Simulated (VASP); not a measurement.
# BiP (P1) in VASP: single point with PBE

Aim: the single point of BiP with PBE.

Program: VASP 6.6.1. These are calculated values, not measurements. Logs are shortened: lines on timing, memory, paths and dates and some standing lists are left out, and cuts for length are marked.

## Step 1: The cell of the first run

The typed cell holds 4 atoms: a = 4.950 Å, b = 4.899 Å, c = 4.364 Å, α = 88.70°, β = 88.99°, γ = 90.16°.

## Step 2: Single point, PBE (atoms moved at random and the cell strained at random)

The input, INCAR:

```
SYSTEM = BiP
PREC     = Accurate       ! precision mode
ENCUT    = 520            ! plane-wave cutoff, eV
EDIFF    = 1E-6           ! SCF threshold, eV
ISMEAR   = 0              ! smearing method
SIGMA    = 0.05           ! smearing width, eV
LREAL    = .False.        ! projectors in reciprocal space
LASPH    = .True.         ! aspherical terms in the spheres
NELM     = 60             ! most SCF steps
ALGO     = Normal         ! electronic algorithm
ISIF     = 2              ! what is computed and relaxed
LWAVE    = .False.        ! write WAVECAR
LCHARG   = .True.         ! write CHGCAR
GGA      = PE             ! functional
LELF     = .True.         ! ELF
LVHAR    = .True.       
NBANDS   = 28             ! bands
```

The input, KPOINTS:

```
Automatic mesh
0
Gamma
  8 8 8
  0 0 0
```

The input, POSCAR:

```
BiP
1.0
    4.9496243142     -0.0072323904      0.0432669397
   -0.0072323904      4.8982348567      0.0554952489
    0.0386840306      0.0496170961      4.3637820485
Bi P
2 2
Direct
    0.5009659658     -0.0032912364      0.2769487933
   -0.0562595677      0.5166341021      0.7383545789
    0.0652594599     -0.0094666068     -0.0042711893
    0.4900341421      0.4961237411     -0.0110321828
```

Potentials or basis: VASP PAW PBE potentials, release 64 (Bi_d, P).

Launch:

```
$ cat potpaw_PBE.64/Bi_d/POTCAR potpaw_PBE.64/P/POTCAR > POTCAR
$ mpirun -np 1 vasp_std > vasp.out
```

OUTCAR:

```text
SYSTEM = BiP
   PREC = Accurate
   ENCUT = 520
   EDIFF = 1E-6
   ISMEAR = 0
   LREAL = .False.
   LASPH = .True.
   NELM = 60
   ISIF = 2
   GGA = PE

 ion  position               nearest neighbor table
   1  0.501  0.997  0.277-   3 2.50   4 2.73   4 2.78   3 3.03   2 3.79
   2  0.944  0.517  0.738-   4 2.48   3 2.67   3 2.86   4 2.94   1 3.79
   3  0.065  0.991  0.996-   1 2.50   2 2.67   2 2.86   1 3.03
   4  0.490  0.496  0.989-   2 2.48   1 2.73   1 2.78   2 2.94

  LATTYP: Found a triclinic cell.
 ALAT       =     6.6341721400
 B/A-ratio  =     0.6578417735
 C/A-ratio  =     1.0511969527
 COS(alpha) =     0.0034501114
 COS(beta)  =     0.5224118989
 COS(gamma) =     0.6745904377

  Lattice vectors:

 A1 = (  -0.0314516402,  -4.9478519528,  -4.4192772974)
 A2 = (  -0.0386840306,  -0.0496170961,  -4.3637820485)
 A3 = (   4.9568567046,  -4.9054672471,  -0.0122283092)

Analysis of symmetry for initial positions (statically):
=====================================================================
 Subroutine PRICEL returns:
 Original cell was already a primitive cell.

 Routine SETGRP: Setting up the symmetry group for a
 triclinic supercell.

 Subroutine GETGRP returns: Found  1 space group operations
 (whereof  1 operations were pure point group operations)
 out of a pool of  2 trial point group operations.

The static configuration has the point symmetry C_1 .

Analysis of symmetry for dynamics (positions and initial velocities):
=====================================================================
 Subroutine PRICEL returns:
 Original cell was already a primitive cell.

 Routine SETGRP: Setting up the symmetry group for a
 triclinic supercell.

 Subroutine GETGRP returns: Found  1 space group operations
 (whereof  1 operations were pure point group operations)
 out of a pool of  2 trial point group operations.

The dynamic configuration has the point symmetry C_1 .

 Subroutine INISYM returns: Found  1 space group operations
 (whereof  1 operations are pure point group operations),
 and found     1 'primitive' translations

----------------------------------------------------------------------------------------

                                     Primitive cell

  volume of cell :     105.7753

  direct lattice vectors                    reciprocal lattice vectors
     4.949624314 -0.007232390  0.043266940     0.202051690  0.000318669 -0.001794770
    -0.007232390  4.898234857  0.055495249     0.000318669  0.204181981 -0.002324416
     0.038684031  0.049617096  4.363782049    -0.002007397 -0.002599790  0.229206371

  length of vectors
     4.949818702  4.898554556  4.364235566     0.202059913  0.204195460  0.229229905

  position of ions in fractional coordinates (direct lattice)
     0.500965966  0.996708764  0.276948793
     0.943740432  0.516634102  0.738354579
     0.065259460  0.990533393  0.995728811
     0.490034142  0.496123741  0.988967817

  ion indices of the primitive-cell ions
   primitive index   ion index
                 1           1
                 2           2
                 3           3
                 4           4

----------------------------------------------------------------------------------------

 KPOINTS: Automatic mesh

Automatic generation of k-mesh.
 Grid dimensions read from file:
 generate k-points for:    8    8    8

 Generating k-lattice:

  Cartesian coordinates                     Fractional coordinates (reciprocal lattice)
     0.025256461  0.000039834 -0.000224346     0.125000000  0.000000000  0.000000000
     0.000039834  0.025522748 -0.000290552    -0.000000000  0.125000000 -0.000000000
    -0.000250925 -0.000324974  0.028650796     0.000000000 -0.000000000  0.125000000

  Length of vectors
     0.025257489  0.025524433  0.028653738

  Shift w.r.t. Gamma in fractional coordinates (k-lattice)
     0.000000000  0.000000000  0.000000000

 Subroutine IBZKPT returns following result:
 ===========================================

 Found    260 irreducible k-points:

 Following reciprocal coordinates:
            Coordinates               Weight
  0.000000  0.000000  0.000000      1.000000
  0.125000 -0.000000 -0.000000      2.000000
  0.250000 -0.000000 -0.000000      2.000000
  0.375000 -0.000000 -0.000000      2.000000
  0.500000 -0.000000 -0.000000      1.000000
 -0.000000  0.125000  0.000000      2.000000
[... 16 lines left out ...]
  0.125000  0.375000 -0.000000      2.000000
  0.250000  0.375000  0.000000      2.000000
 [... further k-points ...]
   k-points           NKPTS =    260   k-points in BZ     NKDIM =    260   number of bands    NBANDS=     28
   number of dos      NEDOS =    301   number of ions     NIONS =      4
   total plane-waves  NPLWV =  46080
   dimension x,y,z NGX =    40 NGY =   36 NGZ =   32
   dimension x,y,z NGXF=    80 NGYF=   72 NGZF=   64
   ions per type =               2   2
   NGX,Y,Z   is equivalent  to a cutoff of  13.43, 12.22, 12.19 a.u.
   NGXF,Y,Z  is equivalent  to a cutoff of  26.87, 24.44, 24.38 a.u.
 SYSTEM =  BiP
   PREC   = accura    normal or accurate (medium, high low for compatibility)
   ISTART =      0    job   : 0-new  1-cont  2-samecut
   ICHARG =      2    charge: 1-file 2-atom 10-const
   ISPIN  =      1    spin polarized calculation?
   LNONCOLLINEAR =      F non collinear calculations
   LSORBIT =      F    spin-orbit coupling
   LASPH  =      T    aspherical Exc in radial PAW
   ENCUT  =  520.0 eV  38.22 Ry    6.18 a.u.   9.20  9.11  8.11*2*pi/ulx,y,z
   NELM   =     60;   NELMIN=  2; NELMDL= -5     # of ELM steps
   EDIFF  = 0.1E-05   stopping-criterion for ELM
   LREAL  =      F    real-space projection
   EDIFFG = 0.1E-04   stopping-criterion for IOM
   NSW    =      0    number of steps for IOM
   IBRION =     -1    ionic relax: 0-MD 1-quasi-New 2-CG
   NFREE  =      0    steps in history (QN), initial steepest desc. (CG)
   ISIF   =      2    stress and relaxation
   ISYM   =      2    0-nonsym 1-usesym 2-fastsym
   POTIM  = 0.5000    time-step for ionic-motion
   TEBEG  =    0.0;   TEEND  =   0.0 temperature during run
   PSTRESS=    0.0 pullay stress
   NELECT =      40.0000    total number of electrons
   NUPDOWN=      -1.0000    fix difference up-down
   EMIN   =  10.00;   EMAX   =-10.00  energy-range for DOS
   EFERMI =   0.00;   METHOD = LEGACY
   ISMEAR =     0;   SIGMA  =   0.05  broadening in eV -4-tet -1-fermi 0-gaus
   EFERMI_NEDOS =   21; number of points for ismear=-14 and -15
   IALGO  =     38    algorithm
   IMIX   =      4    mixing-type and parameters
     AMIX     =   0.40;   BMIX     =  1.00
     AMIX_MAG =   1.60;   BMIX_MAG =  1.00
  volume/ion in A,a.u.               =      26.44       178.45
  Fermi-wavevector in a.u.,A,eV,Ry     =   1.183859  2.237170 19.068876  1.401523
  Thomas-Fermi vector in A             =   2.320085
   LORBIT       =      0    0 simple, 1 ext, 2 COOP (PROOUT), +10 PAW based schemes
   GGA     = PE    functional components
   LHFCALC =     F    Hartree Fock is set to
   AEXX    =    0.0000 exact exchange contribution
   IVDW    =     0    specifies the selected vdW correction
   LEPSILON=     F    determine dielectric tensor
   LRPA    =     F    only Hartree local field effects (RPA)
 non-spin polarized calculation
 Gauss-broadening in eV      SIGMA  =   0.05
  energy-cutoff  :      520.00
  volume of cell :      105.78
 maximum number of plane-waves:      2866
 NGX is ok and might be reduce to    40
   NGX = 19   NGY = 19   NGZ = 17

 number of electron      40.0000000 magnetization

 Free energy of the ion-electron system (eV)
  ---------------------------------------------------
  ext. energy  EPLUGINS =         0.00000000
  ---------------------------------------------------
  free energy    TOTEN  =       -16.80852272 eV

  energy without entropy =      -16.80611744  energy(sigma->0) =      -16.80732008

 E-fermi :   6.5486     XC(G=0):  -9.7666

 val. band max:        6.5465214007   @ k =  -0.2500  -0.1250   0.3750
 cond. band min:       6.5492177162   @ k =  -0.2500  -0.2500   0.1250
 fundamental gap:      0.0026963155
 Fermi energy:         6.5485815877

 k-point     1 :       0.0000    0.0000    0.0000
  band No.  band energies     occupation
      1     -16.5157      2.00000
      2     -16.4898      2.00000
      3     -16.4821      2.00000
      4     -16.4618      2.00000
      5     -16.4605      2.00000
      6     -16.4273      2.00000
[... 20 lines left out ...]
     27      12.0984      0.00000
     28      12.3760      0.00000

 k-point     2 :       0.1250   -0.0000   -0.0000
  band No.  band energies     occupation
      1     -16.5149      2.00000
      2     -16.4891      2.00000
      3     -16.4818      2.00000
      4     -16.4613      2.00000
      5     -16.4596      2.00000
      6     -16.4271      2.00000
[... 20 lines left out ...]
     27      12.2980      0.00000
     28      12.7355      0.00000

 k-point     3 :       0.2500   -0.0000   -0.0000
  band No.  band energies     occupation
      1     -16.5128      2.00000
      2     -16.4874      2.00000
      3     -16.4810      2.00000
      4     -16.4604      2.00000
      5     -16.4571      2.00000
      6     -16.4266      2.00000
[... 20 lines left out ...]
     27      12.6789      0.00000
     28      12.8554      0.00000

 k-point     4 :       0.3750   -0.0000   -0.0000
  band No.  band energies     occupation
      1     -16.5109      2.00000
      2     -16.4855      2.00000
      3     -16.4801      2.00000
      4     -16.4596      2.00000
      5     -16.4539      2.00000
      6     -16.4265      2.00000
[... 578 lines left out ...]
     27      12.1493      0.00000
     28      12.6833      0.00000

 k-point    23 :       0.1250    0.3750   -0.0000
  band No.  band energies     occupation
      1     -16.5115      2.00000
      2     -16.4869      2.00000
      3     -16.4785      2.00000
      4     -16.4598      2.00000
      5     -16.4550      2.00000
      6     -16.4268      2.00000
[... 20 lines left out ...]
     27      12.3820      0.00000
     28      12.7628      0.00000

 k-point    24 :       0.2500    0.3750    0.0000
  band No.  band energies     occupation
      1     -16.5121      2.00000
      2     -16.4878      2.00000
      3     -16.4775      2.00000
      4     -16.4600      2.00000
      5     -16.4552      2.00000
      6     -16.4243      2.00000
[... 20 lines left out ...]
     27      11.9992      0.00000
     28      13.0186      0.00000

 [... further k-points ...]

------------------------ aborting loop because EDIFF is reached ----------------------------------------

  FORCE on cell =-STRESS in cart. coord.  units (eV):
  Direction    XX          YY          ZZ          XY          YZ          ZX
  --------------------------------------------------------------------------------------
  -------------------------------------------------------------------------------------
  Total        6.5863828      2.2142539      2.7006331      0.2142168      0.1750967     -0.0468499
  in kB       99.7638808     33.5392829     40.9064646      3.2447406      2.6521876     -0.7096349
  external PRESSURE =      58.0698761 kB  Pullay stress =       0.0000000 kB

 VOLUME and BASIS-vectors are now :
 -----------------------------------------------------------------------------
  energy-cutoff  :      520.00
  volume of cell :      105.78
      direct lattice vectors                 reciprocal lattice vectors
     4.949624314 -0.007232390  0.043266940     0.202051690  0.000318669 -0.001794770
    -0.007232390  4.898234857  0.055495249     0.000318669  0.204181981 -0.002324416
     0.038684031  0.049617096  4.363782049    -0.002007397 -0.002599790  0.229206371

 POSITION                                       TOTAL-FORCE (eV/Angst)
 -----------------------------------------------------------------------------------
      2.48310      4.89223      1.28553         1.044702     -0.077108      1.004232
      4.69599      2.56040      3.29152         1.523849     -0.382628     -1.198257
      0.35436      4.90080      4.40294        -1.563521      0.360290     -0.474701
      2.46015      2.47566      4.36437        -1.005031      0.099446      0.668726
 -----------------------------------------------------------------------------------
    total drift:                               -0.000144     -0.000415     -0.000037

  FREE ENERGIE OF THE ION-ELECTRON SYSTEM (eV)
  ---------------------------------------------------
  free  energy   TOTEN  =       -16.8085227178 eV

  energy  without entropy=      -16.8061174399  energy(sigma->0) =      -16.80732008
```

It took 13 min on 1 thread of Intel Xeon 8259CL, shared host; peak memory 0.66 GiB.

Results:

| Item | Value |
| --- | --- |
| Free energy | -16.8085 eV |
| Pressure | 5.8 GPa |
| Largest force | 1.976 eV/Å |
| Band gap on the k mesh | zero (bands 20 and 21 overlap by 0.85 eV) |

Forces on the atoms (eV/Å):
```
Bi   1.045 -0.077  1.004
Bi   1.524 -0.383 -1.198
P   -1.564  0.360 -0.475
P   -1.005  0.099  0.669
```

Stress tensor (GPa, compression positive):
```
 9.98  0.32 -0.07
 0.32  3.35  0.27
-0.07  0.27  4.09
```

Caveat: the cell differs from its parent crystal (atoms moved at random and the cell strained at random); the stress differs along the axes, from 3 to 10 GPa; spin-orbit coupling is left out, which moves the levels of the heavy elements; forces of over 1 eV/Å act on the atoms, so gaps and moduli don't describe the material at rest.
